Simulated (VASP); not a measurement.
# B in VASP: settings compared

B is run at these levels: LDA, PBE0; tasks: single point.

Everything below comes from runs of VASP 6.6.1. Logs are shortened: lines on timing, memory, paths and dates and some standing lists are left out, and cuts for length are marked.

## Step 1: The cell of the first run

The typed cell holds 2 atoms: a = 1.625 Å, b = 2.866 Å, c = 3.914 Å, α = 90.00°, β = 90.00°, γ = 90.00°.

## Step 2: Single point, LDA

Input file INCAR:

```
PREC = Accurate ; ENCUT = 520
EDIFF = 1E-7 ; ISMEAR = 0
SIGMA = 0.1 ; LREAL = False
LASPH = True ; NELM = 80
ALGO = Normal ; ISIF = 2
LWAVE = False ; LCHARG = True
LELF = True ; LVHAR = True
NBANDS = 10
```

Input file KPOINTS:

```
Automatic mesh
0
Gamma
  18 10 8
```

Input file POSCAR:

```
B
1.0
    1.6245600000      0.0000000000      0.0000000000
    0.0000000000      2.8661500000      0.0000000000
    0.0000000000      0.0000000000      3.9144000000
B
2
Direct
   -0.0000200000      0.5120920000      0.6158960000
    0.5140320000      0.0054650000      0.3975270000
```

Potentials or basis: VASP PAW LDA potentials, release 64 (B).

Launch:

```bash
$ cat potpaw_LDA.64/B/POTCAR > POTCAR
$ mpirun -np 1 vasp_std > vasp.out
```

OUTCAR:

```text
PREC = Accurate
   ENCUT = 520
   EDIFF = 1E-7
   ISMEAR = 0
   LREAL = False
   LASPH = True
   NELM = 80
   ISIF = 2

 ion  position               nearest neighbor table
   1  1.000  0.512  0.616-   2 1.83   2 1.85   2 1.86   2 1.88
   2  0.514  0.005  0.398-   1 1.83   1 1.85   1 1.86   1 1.88

  LATTYP: Found a simple orthorhombic cell.
 ALAT       =     1.6245600000
 B/A-ratio  =     1.7642623233
 C/A-ratio  =     2.4095139607

  Lattice vectors:

 A1 = (   1.6245600000,   0.0000000000,   0.0000000000)
 A2 = (   0.0000000000,   2.8661500000,   0.0000000000)
 A3 = (   0.0000000000,   0.0000000000,   3.9144000000)

Analysis of symmetry for initial positions (statically):
=====================================================================
 Subroutine PRICEL returns:
 Original cell was already a primitive cell.

 Routine SETGRP: Setting up the symmetry group for a
 simple orthorhombic supercell.

 Subroutine GETGRP returns: Found  2 space group operations
 (whereof  1 operations were pure point group operations)
 out of a pool of  8 trial point group operations.

The static configuration has the point symmetry C_1 .
 The point group associated with its full space group is S_2 .

Analysis of symmetry for dynamics (positions and initial velocities):
=====================================================================
 Subroutine PRICEL returns:
 Original cell was already a primitive cell.

 Routine SETGRP: Setting up the symmetry group for a
 simple orthorhombic supercell.

 Subroutine GETGRP returns: Found  2 space group operations
 (whereof  1 operations were pure point group operations)
 out of a pool of  8 trial point group operations.

The dynamic configuration has the point symmetry C_1 .
 The point group associated with its full space group is S_2 .

 Subroutine INISYM returns: Found  2 space group operations
 (whereof  1 operations are pure point group operations),
 and found     1 'primitive' translations

----------------------------------------------------------------------------------------

                                     Primitive cell

  volume of cell :      18.2264

  direct lattice vectors                    reciprocal lattice vectors
     1.624560000  0.000000000  0.000000000     0.615551288  0.000000000  0.000000000
     0.000000000  2.866150000  0.000000000     0.000000000  0.348900092  0.000000000
     0.000000000  0.000000000  3.914400000     0.000000000  0.000000000  0.255466994

  length of vectors
[... 82 lines left out ...]
   EDIFF  = 0.1E-06   stopping-criterion for ELM
   LREAL  =      F    real-space projection
   EDIFFG = 0.1E-05   stopping-criterion for IOM
   NSW    =      0    number of steps for IOM
   IBRION =     -1    ionic relax: 0-MD 1-quasi-New 2-CG
   NFREE  =      0    steps in history (QN), initial steepest desc. (CG)
   ISIF   =      2    stress and relaxation
   ISYM   =      2    0-nonsym 1-usesym 2-fastsym
   POTIM  = 0.5000    time-step for ionic-motion
   TEBEG  =    0.0;   TEEND  =   0.0 temperature during run
   PSTRESS=    0.0 pullay stress
   NELECT =       6.0000    total number of electrons
   NUPDOWN=      -1.0000    fix difference up-down
   EMIN   =  10.00;   EMAX   =-10.00  energy-range for DOS
   EFERMI =   0.00;   METHOD = LEGACY
   ISMEAR =     0;   SIGMA  =   0.10  broadening in eV -4-tet -1-fermi 0-gaus
   EFERMI_NEDOS =   21; number of points for ismear=-14 and -15
   IALGO  =     38    algorithm
   IMIX   =      4    mixing-type and parameters
     AMIX     =   0.40;   BMIX     =  1.00
     AMIX_MAG =   1.60;   BMIX_MAG =  1.00
  volume/ion in A,a.u.               =       9.11        61.50
  Fermi-wavevector in a.u.,A,eV,Ry     =   1.130382  2.136113 17.385032  1.277764
  Thomas-Fermi vector in A             =   2.267078
   LORBIT       =      0    0 simple, 1 ext, 2 COOP (PROOUT), +10 PAW based schemes
   GGA     = CA    functional components
   LHFCALC =     F    Hartree Fock is set to
   AEXX    =    0.0000 exact exchange contribution
   IVDW    =     0    specifies the selected vdW correction
   LEPSILON=     F    determine dielectric tensor
   LRPA    =     F    only Hartree local field effects (RPA)
 non-spin polarized calculation
 Gauss-broadening in eV      SIGMA  =   0.10
  energy-cutoff  :      520.00
  volume of cell :       18.23
 maximum number of plane-waves:       512
   NGX =  7   NGY = 11   NGZ = 15

 number of electron       6.0000000 magnetization

 Free energy of the ion-electron system (eV)
  ---------------------------------------------------
  ext. energy  EPLUGINS =         0.00000000
  ---------------------------------------------------
  free energy    TOTEN  =       -13.89273432 eV

  energy without entropy =      -13.89032345  energy(sigma->0) =      -13.89152888

 E-fermi :   4.3063     XC(G=0): -10.5035

 val. band max:        4.2943218609   @ k =   0.1667  -0.3000  -0.2500
 cond. band min:       4.3127353589   @ k =  -0.1667   0.3000  -0.3750
 fundamental gap:      0.0184134980
 Fermi energy:         4.3062937272

 k-point     1 :       0.0000    0.0000    0.0000
  band No.  band energies     occupation
      1     -11.5470      2.00000
      2      -1.3691      2.00000
      3      -0.9145      2.00000
      4       1.9333      2.00000
      5       7.4210      0.00000
      6      12.6368      0.00000
      7      15.6609      0.00000
      8      20.4816      0.00000
      9      22.6153      0.00000
     10      26.1926      0.00000
[... 287 lines left out ...]
 k-point    24 :       0.3889    0.1000    0.0000
  band No.  band energies     occupation
      1      -5.7108      2.00000
      2       0.2657      2.00000
      3       6.4130      0.00000
      4       9.0901      0.00000
      5       9.7501      0.00000
      6      14.4516      0.00000
      7      15.4527      0.00000
      8      15.6964      0.00000
      9      20.3464      0.00000
     10      22.9533      0.00000

 [... further k-points ...]
[... 5 lines left out ...]
  --------------------------------------------------------------------------------------
  -------------------------------------------------------------------------------------
  Total       -0.7521523     -0.8302982     -0.5295527     -0.0163816     -0.1362831      0.1929867
  in kB      -66.1175149    -72.9868802    -46.5500216     -1.4400179    -11.9798836     16.9643815
  external PRESSURE =     -61.8848055 kB  Pullay stress =       0.0000000 kB

 VOLUME and BASIS-vectors are now :
 -----------------------------------------------------------------------------
  energy-cutoff  :      520.00
  volume of cell :       18.23
      direct lattice vectors                 reciprocal lattice vectors
     1.624560000  0.000000000  0.000000000     0.615551288  0.000000000  0.000000000
     0.000000000  2.866150000  0.000000000     0.000000000  0.348900092  0.000000000
     0.000000000  0.000000000  3.914400000     0.000000000  0.000000000  0.255466994

 POSITION                                       TOTAL-FORCE (eV/Angst)
 -----------------------------------------------------------------------------------
      1.62453      1.46773      2.41086         0.226301     -0.155471     -0.219500
      0.83508      0.01566      1.55608        -0.226301      0.155471      0.219500
 -----------------------------------------------------------------------------------
    total drift:                               -0.000000     -0.000000      0.000000

  FREE ENERGIE OF THE ION-ELECTRON SYSTEM (eV)
  ---------------------------------------------------
  free  energy   TOTEN  =       -13.8927343191 eV

  energy  without entropy=      -13.8903234487  energy(sigma->0) =      -13.89152888
```

Run time: 2 min. Hardware: 1 thread of AMD EPYC 7R13, shared host; peak memory 0.18 GiB.

What came out:

| Quantity | Value |
| --- | --- |
| Free energy | -13.8927 eV |
| Pressure | -6.2 GPa |
| Largest force | 0.352 eV/Å |
| Band gap on the k mesh | zero (band 3 reaches 10.92 eV, above the bottom of band 4 at -0.01 eV) |

Forces on the atoms (eV/Å):
```
B    0.226 -0.155 -0.220
B   -0.226  0.155  0.220
```

Stress tensor (GPa, compression positive):
```
-6.61 -0.14  1.70
-0.14 -7.30 -1.20
 1.70 -1.20 -4.66
```

Levels at points of the mesh, in eV from the Fermi level:
| k point | band 1 | band 2 | band 3 | band 4 | band 5 | band 6 | band 7 | band 8 |
| --- | --- | --- | --- | --- | --- | --- | --- | --- |
| (0.00, 0.00, 0.00) | -15.85 | -5.68 | -5.22 | -2.37 | 3.11 | 8.33 | 11.35 | 16.18 |
| (0.50, 0.00, 0.00) | -6.98 | -6.79 | 6.61 | 6.65 | 7.23 | 7.66 | 10.44 | 11.00 |
| (0.00, 0.50, 0.00) | -12.59 | -12.41 | -3.03 | -2.96 | 5.03 | 5.13 | 15.10 | 15.53 |
| (0.50, 0.50, 0.00) | -6.09 | -6.08 | 3.58 | 3.59 | 8.59 | 8.61 | 8.83 | 8.87 |
| (0.00, 0.00, 0.50) | -15.60 | -7.98 | -5.12 | 1.51 | 3.31 | 7.25 | 10.14 | 14.65 |
| (0.50, 0.00, 0.50) | -6.91 | -6.72 | 5.54 | 5.58 | 7.28 | 7.71 | 10.60 | 11.09 |
| (0.00, 0.50, 0.50) | -12.39 | -12.20 | -4.43 | -4.32 | 9.66 | 9.92 | 13.47 | 13.70 |
| (0.50, 0.50, 0.50) | -6.02 | -6.02 | 3.72 | 3.73 | 7.94 | 7.95 | 8.13 | 8.13 |

(Part 1 of 2 ends here.)
